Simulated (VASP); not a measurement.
A run of VASP 6.6.1 is set up as follows.

File POSCAR:

```
AlN
1.0
    3.1066945029      0.0000000000      0.0000000000
   -1.5533472514      2.6904763613      0.0000000000
    0.0000000000      0.0000000000      4.9785885515
Al N
2 2
Direct
    0.3333333333      0.6666666667     -0.0007956040
    0.6666666667      0.3333333333      0.4992043960
    0.3333333333      0.6666666667      0.3807956040
    0.6666666667      0.3333333333      0.8807956040
```

File INCAR.step1:

```
SYSTEM = AlN
  PREC = Accurate
  ENCUT = 520
  EDIFF = 1E-5
  ISMEAR = 0
  SIGMA = 0.01
  LREAL = .FALSE.
  LASPH = .TRUE.
  NELM = 60
  ALGO = Normal
  ISIF = 2
  LWAVE = .TRUE.
  LCHARG = .FALSE.
  NBANDS = 16
  GGA = PE
```

The input INCAR.step2:

```
SYSTEM = AlN
  PREC = Accurate
  ENCUT = 520
  EDIFF = 1E-6
  ISMEAR = 0
  SIGMA = 0.01
  LREAL = .FALSE.
  LASPH = .TRUE.
  NELM = 60
  ALGO = Normal
  ISIF = 2
  LWAVE = .FALSE.
  LCHARG = .FALSE.
  METAGGA = R2SCAN
  LHFCALC = .TRUE.
  AEXX = 0.25
  LMIXTAU = .TRUE.
  PRECFOCK = Normal
  NBANDS = 16
  ISTART = 1
```

Contents of KPOINTS:

```
Automatic mesh
0
G
  6 6 4
  0 0 0
```

Potentials or basis: VASP PAW PBE potentials, release 64 (Al, N).

Command:

```console
$ cat potpaw_PBE.64/Al/POTCAR potpaw_PBE.64/N/POTCAR > POTCAR
$ cp INCAR.step1 INCAR
$ mpirun -np 1 vasp_std > vasp.out
$ cp INCAR.step2 INCAR
$ mpirun -np 1 vasp_std > vasp.out
```

What does it give for the band gap on the k mesh?

6.76 eV.

Predict the pressure.

-3.4 GPa.

Forces in eV/Å, atoms in the order of the input:
```
Al   0.000  0.000 -0.003
Al   0.000  0.000 -0.003
N    0.000  0.000  0.003
N    0.000  0.000  0.003
```

Caveat: the cell stands under tension; the PAW data sets were made with another functional, which shifts forces and pressure a little.
